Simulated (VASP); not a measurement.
# PbS (Galena) (Fm-3m) in VASP: a series of runs, part 2 of 3

VASP 6.6.1.

## Step 4: Single point, revPBE+D3(BJ)

This run uses another cell than the first one, of 27.13 Å³/atom, 1.020 times its volume.

Input file INCAR:

```
SYSTEM = PbS
ALGO = Normal
EDIFF = 1E-6
ENCUT = 520
GGA = RE
ISIF = 2
ISMEAR = -1
IVDW = 12
LASPH = .TRUE.
LCHARG = .TRUE.
LELF = .TRUE.
LREAL = .FALSE.
LVHAR = .TRUE.
LWAVE = .FALSE.
NBANDS = 17
NELM = 60
PREC = Accurate
SIGMA = 0.05
```

Input file KPOINTS:

```
k-points
0
G
  8 8 8
  0 0 0
```

Input file POSCAR:

```
PbS
1.0
    0.0000000000      3.0047775019      3.0047775019
    3.0047775019      0.0000000000      3.0047775019
    3.0047775019      3.0047775019      0.0000000000
Pb S
1 1
Direct
    0.0000000000      0.0000000000      0.0000000000
    0.5000000000      0.5000000000      0.5000000000
```

Potentials or basis: VASP PAW PBE potentials, release 64 (Pb_d, S).

The run is started by

```console
$ cat potpaw_PBE.64/Pb_d/POTCAR potpaw_PBE.64/S/POTCAR > POTCAR
$ mpirun -np 1 vasp_std > vasp.out
```

OUTCAR:

```text
SYSTEM = PbS
   EDIFF = 1E-6
   ENCUT = 520
   GGA = RE
   ISIF = 2
   ISMEAR = -1
   IVDW = 12
   LASPH = .TRUE.
   LREAL = .FALSE.
   NELM = 60
   PREC = Accurate
 IVDW          = 12

 ion  position               nearest neighbor table
   1  0.000  0.000  0.000-   2 3.00   2 3.00   2 3.00   2 3.00   2 3.00   2 3.00
   2  0.500  0.500  0.500-   1 3.00   1 3.00   1 3.00   1 3.00   1 3.00   1 3.00

  LATTYP: Found a face centered cubic cell.
 ALAT       =     6.0095550038

  Lattice vectors:

 A1 = (   0.0000000000,   3.0047775019,   3.0047775019)
 A2 = (   3.0047775019,   0.0000000000,   3.0047775019)
 A3 = (   3.0047775019,   3.0047775019,   0.0000000000)

Analysis of symmetry for initial positions (statically):
=====================================================================
 Subroutine PRICEL returns:
 Original cell was already a primitive cell.

 Routine SETGRP: Setting up the symmetry group for a
 face centered cubic supercell.

 Subroutine GETGRP returns: Found 48 space group operations
[... 9 lines left out ...]

 Routine SETGRP: Setting up the symmetry group for a
 face centered cubic supercell.

 Subroutine GETGRP returns: Found 48 space group operations
[... 11 lines left out ...]
                                     Primitive cell

  volume of cell :      54.2584

  direct lattice vectors                    reciprocal lattice vectors
     0.000000000  3.004777502  3.004777502    -0.166401672  0.166401672  0.166401672
     3.004777502  0.000000000  3.004777502     0.166401672 -0.166401672  0.166401672
     3.004777502  3.004777502  0.000000000     0.166401672  0.166401672 -0.166401672

  length of vectors
     4.249397095  4.249397095  4.249397095     0.288216150  0.288216150  0.288216150

  position of ions in fractional coordinates (direct lattice)
     0.000000000  0.000000000  0.000000000
     0.500000000  0.500000000  0.500000000

  ion indices of the primitive-cell ions
   primitive index   ion index
                 1           1
                 2           2

----------------------------------------------------------------------------------------

 KPOINTS: k-points

Automatic generation of k-mesh.
 Grid dimensions read from file:
 generate k-points for:    8    8    8

 Generating k-lattice:

  Cartesian coordinates                     Fractional coordinates (reciprocal lattice)
    -0.020800209  0.020800209  0.020800209     0.125000000  0.000000000  0.000000000
     0.020800209 -0.020800209  0.020800209     0.000000000  0.125000000  0.000000000
     0.020800209  0.020800209 -0.020800209     0.000000000  0.000000000  0.125000000

  Length of vectors
     0.036027019  0.036027019  0.036027019

  Shift w.r.t. Gamma in fractional coordinates (k-lattice)
     0.000000000  0.000000000  0.000000000

 Subroutine IBZKPT returns following result:
 ===========================================

 Found     29 irreducible k-points:

 Following reciprocal coordinates:
            Coordinates               Weight
  0.000000  0.000000  0.000000      1.000000
  0.125000  0.000000  0.000000      8.000000
  0.250000  0.000000  0.000000      8.000000
  0.375000  0.000000  0.000000      8.000000
  0.500000  0.000000  0.000000      4.000000
  0.125000  0.125000  0.000000      6.000000
[... 16 lines left out ...]
  0.500000  0.250000  0.125000     48.000000
 -0.375000  0.250000  0.125000     24.000000
 [... further k-points ...]
   k-points           NKPTS =     29   k-points in BZ     NKDIM =     29   number of bands    NBANDS=     17
   number of dos      NEDOS =    301   number of ions     NIONS =      2
   total plane-waves  NPLWV =  32768
   dimension x,y,z NGX =    32 NGY =   32 NGZ =   32
   dimension x,y,z NGXF=    64 NGYF=   64 NGZF=   64
   ions per type =               1   1
   NGX,Y,Z   is equivalent  to a cutoff of  12.52, 12.52, 12.52 a.u.
   NGXF,Y,Z  is equivalent  to a cutoff of  25.04, 25.04, 25.04 a.u.
 SYSTEM =  PbS
   PREC   = accura    normal or accurate (medium, high low for compatibility)
   ISTART =      0    job   : 0-new  1-cont  2-samecut
   ICHARG =      2    charge: 1-file 2-atom 10-const
   ISPIN  =      1    spin polarized calculation?
   LNONCOLLINEAR =      F non collinear calculations
   LSORBIT =      F    spin-orbit coupling
   LASPH  =      T    aspherical Exc in radial PAW
   ENCUT  =  520.0 eV  38.22 Ry    6.18 a.u.   7.90  7.90  7.90*2*pi/ulx,y,z
   NELM   =     60;   NELMIN=  2; NELMDL= -5     # of ELM steps
   EDIFF  = 0.1E-05   stopping-criterion for ELM
   LREAL  =      F    real-space projection
   EDIFFG = 0.1E-04   stopping-criterion for IOM
   NSW    =      0    number of steps for IOM
   IBRION =     -1    ionic relax: 0-MD 1-quasi-New 2-CG
   NFREE  =      0    steps in history (QN), initial steepest desc. (CG)
   ISIF   =      2    stress and relaxation
   ISYM   =      2    0-nonsym 1-usesym 2-fastsym
   POTIM  = 0.5000    time-step for ionic-motion
   TEBEG  =    0.0;   TEEND  =   0.0 temperature during run
   PSTRESS=    0.0 pullay stress
   NELECT =      20.0000    total number of electrons
   NUPDOWN=      -1.0000    fix difference up-down
   EMIN   =  10.00;   EMAX   =-10.00  energy-range for DOS
   EFERMI =   0.00;   METHOD = LEGACY
   ISMEAR =    -1;   SIGMA  =   0.05  broadening in eV -4-tet -1-fermi 0-gaus
   EFERMI_NEDOS =   21; number of points for ismear=-14 and -15
   IALGO  =     38    algorithm
   IMIX   =      4    mixing-type and parameters
     AMIX     =   0.40;   BMIX     =  1.00
     AMIX_MAG =   1.60;   BMIX_MAG =  1.00
  volume/ion in A,a.u.               =      27.13       183.08
  Fermi-wavevector in a.u.,A,eV,Ry     =   1.173805  2.218169 18.746345  1.377817
  Thomas-Fermi vector in A             =   2.310212
   LORBIT       =      0    0 simple, 1 ext, 2 COOP (PROOUT), +10 PAW based schemes
   GGA     = RE    functional components
   LHFCALC =     F    Hartree Fock is set to
   AEXX    =    0.0000 exact exchange contribution
   IVDW    =    12    specifies the selected vdW correction
   LEPSILON=     F    determine dielectric tensor
   LRPA    =     F    only Hartree local field effects (RPA)
 non-spin polarized calculation
  energy-cutoff  :      520.00
  volume of cell :       54.26
 maximum number of plane-waves:      1476
   NGX = 15   NGY = 15   NGZ = 15

 number of electron      20.0000003 magnetization

 Free energy of the ion-electron system (eV)
  ---------------------------------------------------
  ext. energy  EPLUGINS =         0.00000000
  ---------------------------------------------------
  free energy    TOTEN  =        -8.17920781 eV

  energy without entropy =       -8.17917371  energy(sigma->0) =       -8.17919076

 E-fermi :   5.6542     XC(G=0):  -9.3743

 val. band max:        5.3677042066   @ k =   0.5000   0.0000   0.0000
 cond. band min:       5.9405886746   @ k =   0.5000   0.0000   0.0000
 fundamental gap:      0.5728844679
 Fermi energy:         5.6541600094

 k-point     1 :       0.0000    0.0000    0.0000
  band No.  band energies     occupation
      1     -11.4144      2.00000
      2     -11.4144      2.00000
      3     -11.4144      2.00000
      4     -11.3937      2.00000
      5     -11.3937      2.00000
      6      -7.8390      2.00000
[... 9 lines left out ...]
     16      12.2682      0.00000
     17      14.3104      0.00000

 k-point     2 :       0.1250    0.0000    0.0000
  band No.  band energies     occupation
      1     -11.4137      2.00000
      2     -11.4114      2.00000
      3     -11.4114      2.00000
      4     -11.3948      2.00000
      5     -11.3948      2.00000
      6      -7.7148      2.00000
[... 9 lines left out ...]
     16      12.6200      0.00000
     17      15.3801      0.00000

 k-point     3 :       0.2500    0.0000    0.0000
  band No.  band energies     occupation
      1     -11.4130      2.00000
      2     -11.4130      2.00000
      3     -11.4122      2.00000
      4     -11.3885      2.00000
      5     -11.3885      2.00000
      6      -7.3719      2.00000
[... 392 lines left out ...]
 k-point    23 :       0.5000    0.2500    0.1250
  band No.  band energies     occupation
      1     -11.4450      2.00000
      2     -11.4109      2.00000
      3     -11.4041      2.00000
      4     -11.3848      2.00000
      5     -11.3746      2.00000
      6      -6.6973      2.00000
[... 9 lines left out ...]
     16      15.6949      0.00000
     17      16.6671      0.00000

 k-point    24 :      -0.3750    0.2500    0.1250
  band No.  band energies     occupation
      1     -11.4496      2.00000
      2     -11.4107      2.00000
      3     -11.3984      2.00000
      4     -11.3890      2.00000
      5     -11.3711      2.00000
      6      -6.5062      2.00000
[... 9 lines left out ...]
     16      16.3378      0.00000
     17      16.5865      0.00000

 [... further k-points ...]

------------------------ aborting loop because EDIFF is reached ----------------------------------------

 Edisp (eV)   -1.24463

 E8    (eV) :    -0.8785

  FORCE on cell =-STRESS in cart. coord.  units (eV):
  Direction    XX          YY          ZZ          XY          YZ          ZX
  --------------------------------------------------------------------------------------
  -------------------------------------------------------------------------------------
  Total      -0.83041    -0.83041    -0.83041    -0.00000    -0.00000     0.00000
  in kB     -24.52078   -24.52078   -24.52078    -0.00000    -0.00000     0.00000
  external pressure =      -24.52 kB  Pullay stress =        0.00 kB

 VOLUME and BASIS-vectors are now :
 -----------------------------------------------------------------------------
  energy-cutoff  :      520.00
  volume of cell :       54.26
      direct lattice vectors                 reciprocal lattice vectors
     0.000000000  3.004777502  3.004777502    -0.166401672  0.166401672  0.166401672
     3.004777502  0.000000000  3.004777502     0.166401672 -0.166401672  0.166401672
     3.004777502  3.004777502  0.000000000     0.166401672  0.166401672 -0.166401672

 POSITION                                       TOTAL-FORCE (eV/Angst)
 -----------------------------------------------------------------------------------
      0.00000      0.00000      0.00000        -0.000000     -0.000000     -0.000000
      3.00478      3.00478      3.00478         0.000000      0.000000      0.000000
 -----------------------------------------------------------------------------------
    total drift:                                0.000000     -0.000000     -0.000000

  FREE ENERGIE OF THE ION-ELECTRON SYSTEM (eV)
  ---------------------------------------------------
  free  energy   TOTEN  =        -9.4238380009 eV

  energy  without entropy=       -9.4238038972  energy(sigma->0) =       -9.42382095
```

It took 24 s on 1 thread of Intel Xeon Platinum 8488C (Sapphire Rapids), shared host; peak memory 0.19 GiB.

What came out:

* Free energy: -9.4238 eV
* Pressure: -2.5 GPa
* Band gap on the k mesh: 0.57 eV, direct
* Dispersion energy per atom: -0.622 eV

Levels at points of the mesh, in eV from the valence-band top:
```tsv
k point	band 6	band 7	band 8	band 9	band 10	band 11	band 12	band 13	band 14	band 15
(0.00, 0.00, 0.00)	-13.21	-6.04	-1.95	-1.95	-1.95	5.18	5.18	5.18	6.90	6.90
(0.50, 0.00, 0.00)	-12.07	-8.56	-1.59	-1.59	0.00	0.57	2.12	2.12	8.77	10.22
(0.50, 0.50, 0.00)	-11.70	-7.09	-4.80	-3.15	-3.15	4.15	5.53	5.61	5.61	11.15
```

Caveat: the PAW data sets were made with another functional, which shifts forces and pressure a little; spin-orbit coupling is left out, which moves the levels of the heavy elements. A k mesh can miss the band edges.

[end of part 2 of 3]
